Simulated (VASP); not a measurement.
A run of VASP 6.6.1:

File INCAR:

```
PREC     = Accurate       # precision mode
ENCUT    = 520            # plane-wave cutoff, eV
EDIFF    = 1E-7           # SCF threshold, eV
ISMEAR   = -1             # smearing method
SIGMA    = 0.05           # smearing width, eV
LREAL    = F              # projectors in reciprocal space
LASPH    = T              # aspherical terms in the spheres
NELM     = 80             # most SCF steps
ALGO     = Normal         # electronic algorithm
ISIF     = 2              # what is computed and relaxed
LWAVE    = F              # write WAVECAR
LCHARG   = F              # write CHGCAR
GGA      = RE             # functional
IVDW     = 13             # dispersion correction
NBANDS   = 14             # bands
```

File KPOINTS:

```
Automatic mesh
0
Gamma
  9 9 9
```

POSCAR

```
Bi
1.0
   -1.9584273985      1.9584273985      1.9584273985
    1.9584273985     -1.9584273985      1.9584273985
    1.9584273985      1.9584273985     -1.9584273985
Bi
1
Direct
    0.0000000000      0.0000000000      0.0000000000
```

Potentials or basis: VASP PAW PBE potentials, release 64 (Bi_d).

Command:

```bash
$ cat potpaw_PBE.64/Bi_d/POTCAR > POTCAR
$ mpirun -np 1 vasp_std > vasp.out
```

Hardware: 1 thread of AMD EPYC 7R13 (shared host).

Question: Estimate the wall time of this run.

Answer: Run time: 43 s on 1 thread of AMD EPYC 7R13 (shared host), peak memory 0.13 GiB. Counts: scf iterations 12, k points 35.
